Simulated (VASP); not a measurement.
## MgO: single point with LDA

Crystal: MgO.

```
CELL_PARAMETERS angstrom
2.88273 0.00000 0.00000
0.00000 2.88273 0.00000
0.00000 0.00000 4.21000
ATOMIC_POSITIONS crystal
Mg 0.00000 0.00000 0.00000
Mg 0.50000 0.50000 0.50000
O 0.50000 0.50000 0.00000
O 0.00000 0.00000 0.50000
```

| Property | Result |
| --- | --- |
| Program | VASP 6.6.1 |
| Task | single point |
| Functional | LDA |
| Potentials or basis | VASP PAW LDA potentials, release 64 (Mg, O) |
| Cutoff | 520 eV |
| k mesh | 10 × 10 × 8 |
| Occupations | gaussian, width 0.01 eV |
| Spin | no spin polarisation |
| Dipole correction | no |
| Further INCAR settings | ALGO = Normal; EDIFF = 1e-06; NBANDS = 16 |

| Quantity | Value |
| --- | --- |
| Pressure | 3.8 GPa |
| Band gap on the k mesh | 5.28 eV |

Stress tensor (GPa, compression positive):
```
 6.53  0.00  0.00
 0.00  6.53  0.00
 0.00  0.00 -1.76
```

Levels at points of the mesh, in eV from the valence-band top:
| k point | band 6 | band 7 | band 8 | band 9 | band 10 | band 11 |
| --- | --- | --- | --- | --- | --- | --- |
| (0.00, 0.00, 0.00) | -0.06 | -0.06 | 0.00 | 5.28 | 9.14 | 10.46 |
| (0.50, 0.00, 0.00) | -2.24 | -0.74 | -0.74 | 9.94 | 9.94 | 11.77 |
| (0.50, 0.50, 0.00) | -1.66 | -1.45 | -1.45 | 8.80 | 8.80 | 10.37 |
| (0.00, 0.00, 0.50) | -0.80 | -0.80 | -0.80 | 8.62 | 8.62 | 11.17 |
| (0.50, 0.00, 0.50) | -0.83 | -0.75 | -0.75 | 8.11 | 8.11 | 13.10 |
| (0.50, 0.50, 0.50) | -3.29 | -1.86 | -1.86 | 11.80 | 11.80 | 11.80 |

Wall time 30 s on 1 thread of Intel(R) Xeon(R) Platinum 8259CL CPU @ 2.50GHz (Skylake/Cascade Lake), on a shared host, peak memory 0.17 GiB.

Caveat: the stress differs along the axes, from -2 to 7 GPa. A k mesh can miss the band edges.
